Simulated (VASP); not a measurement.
CdTe: relaxation of cell and atoms with PBE

The system is CdTe.

```
Cd Te
1.0
     0.00000    3.28211    3.28211
     3.28211    0.00000    3.28211
     3.28211    3.28211    0.00000
Cd Te
1 1
Direct
  0.00000 0.00000 0.00000
  0.75000 0.75000 0.75000
```

| Property | Result |
| --- | --- |
| Program | VASP 6.6.1 |
| Task | relaxation of cell and atoms |
| Functional | PBE |
| Potentials or basis | VASP PAW PBE potentials, release 64 (Cd, Te) |
| Cutoff | 600 eV |
| k mesh | 8 × 8 × 8 |
| Occupations | gaussian, width 0.02 eV |
| Spin | no spin polarisation |
| Dipole correction | no |
| Further INCAR settings | ALGO = Normal; EDIFF = 1e-06; IBRION = 2; EDIFFG = -0.005; NSW = 100; ISIF = 3 |

The relaxed volume is 36.31 Å³/atom. The relaxed cell is a = 4.683 Å, b = 4.683 Å, c = 4.683 Å, α = 60.00°, β = 60.00°, γ = 60.00°, the space group after relaxing (to 0.05 Å) is F-43m (No. 216) and the energy gained by relaxing is 2.9 meV/atom. The ionic steps are 3. The pressure after relaxing is 0.0 GPa and the band gap on the k mesh is 0.58 eV, direct.

The path:
```csv
step,energy change (eV),largest force (eV/Å),pressure (GPa),volume (Å³)
1,0.0000,0.0000,1.00,70.71
2,-0.0056,0.0000,-0.18,72.99
3,-0.0058,0.0000,0.00,72.61
```

Final structure:
```xyz
2
Lattice="0.0000 3.3113 3.3113 3.3113 0.0000 3.3113 3.3113 3.3113 0.0000" Properties=species:S:1:pos:R:3 pbc="T T T"
Cd    0.0000    0.0000    0.0000
Te    4.9669    4.9669    4.9669
```

Levels at points of the mesh, in eV from the valence-band top:
| k point | band 6 | band 7 | band 8 | band 9 | band 10 | band 11 | band 12 | band 13 |
| --- | --- | --- | --- | --- | --- | --- | --- | --- |
| (0.00, 0.00, 0.00) | -7.87 | 0.00 | 0.00 | 0.00 | 0.58 | 4.64 | 4.64 | 4.64 |
| (0.50, 0.00, 0.00) | -7.57 | -4.07 | -0.68 | -0.68 | 1.75 | 5.21 | 5.21 | 7.01 |
| (0.50, 0.50, 0.00) | -7.45 | -4.00 | -1.65 | -1.65 | 2.67 | 2.75 | 8.50 | 8.80 |

Run time: 2.6 min on 1 thread of AMD EPYC 7571 (shared host), peak memory 0.22 GiB.

Caveat: spin-orbit coupling is left out, which moves the levels of the heavy elements. Expect the measured gap to be larger: semilocal functionals such as PBE lack the derivative discontinuity.
